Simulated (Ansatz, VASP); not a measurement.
Zr in VASP and in Ansatz

File INCAR:

```
SYSTEM = Zr
PREC     = Accurate       ! precision mode
ENCUT    = 600            ! plane-wave cutoff, eV
EDIFF    = 1E-6           ! SCF threshold, eV
ISMEAR   = -1             ! smearing method
SIGMA    = 0.05           ! smearing width, eV
LREAL    = .False.        ! projectors in reciprocal space
LASPH    = .True.         ! aspherical terms in the spheres
NELM     = 150            ! most SCF steps
ALGO     = Normal         ! electronic algorithm
ISIF     = 3              ! what is computed and relaxed
LWAVE    = .False.        ! write WAVECAR
LCHARG   = .False.        ! write CHGCAR
ISPIN    = 2              ! spin polarisation
MAGMOM   = 1 1            ! initial moments
LORBIT   = 11             ! projections on sites
LMAXMIX  = 4              ! l up to which the mixer works
IBRION   = 2              ! ionic algorithm
NSW      = 80             ! ionic steps
EDIFFG   = -0.01          ! ionic threshold
```

The input KPOINTS:

```
Automatic mesh
0
Gamma
  11 11 6
  0 0 0
```

Contents of POSCAR:

```
Zr
1.0
    3.2319982225      0.0000000000      0.0000000000
   -1.6159991112      2.7989925656      0.0000000000
    0.0000000000      0.0000000000      5.1470000000
Zr
2
Direct
    0.3333333333      0.6666666667      0.2500000000
    0.6666666667      0.3333333333      0.7500000000
```

Input for Ansatz:

```yaml
crystal:
  lattice:
    - [3.2319982225, 0.0, 0.0]
    - [-1.6159991112, 2.7989925656, 0.0]
    - [0.0, 0.0, 5.147]
  atoms:
    - { symbol: Zr, position: [0.3333333333, 0.6666666667, 0.25], spin: 1.0 }
    - { symbol: Zr, position: [0.6666666667, 0.3333333333, 0.75], spin: 1.0 }
hamiltonian:
  xc: lda
  pseudopotentials:
    kind: paw
    azcp:
      Zr: "pseudopotentials/Zr.paw.azcp"
basis:
  ecutwfc: 420
  fft_grid_basis: typed
kpoints:
  mp_grid: { grid: [11, 11, 6], shift: [0, 0, 0] }
magnetization:
  spin_polarized: true
scf:
  occupations: { method: fermi_dirac, width: 0.05 }
relax:
  max_steps: 60
  f_tol: 0.01
  cell: {}
```

Alike in both runs: task relaxation of cell and atoms; functional LDA; k mesh 11 × 11 × 6; occupations fermi-dirac, width 0.05 eV; collinear spin.

```csv
,VASP,Ansatz
version,VASP 6.6.1,Ansatz 0.2.0
potentials or method,"VASP PAW LDA potentials, release 64 (Zr_sv), cutoff 600 eV","plane waves (420 eV) with PAW, scalar-relativistic"
valence electrons in the cell,24,24
```

```tsv
	VASP	Ansatz	Ansatz less VASP
net moment per atom (μB)	0.00	0.00	0.000
relaxed volume (Å³/atom)	21.80	21.78	-0.020
relaxed length of the cell vector where the two differ most in proportion (Å)	5.074	5.070	-0.0040
```

Ansatz warns that its potentials were made for another functional, while VASP's fit it. LDA's correlation is that of Perdew and Zunger in VASP and of Perdew and Wang (1992) in Ansatz. Ansatz's warnings: seeded moment not kept.
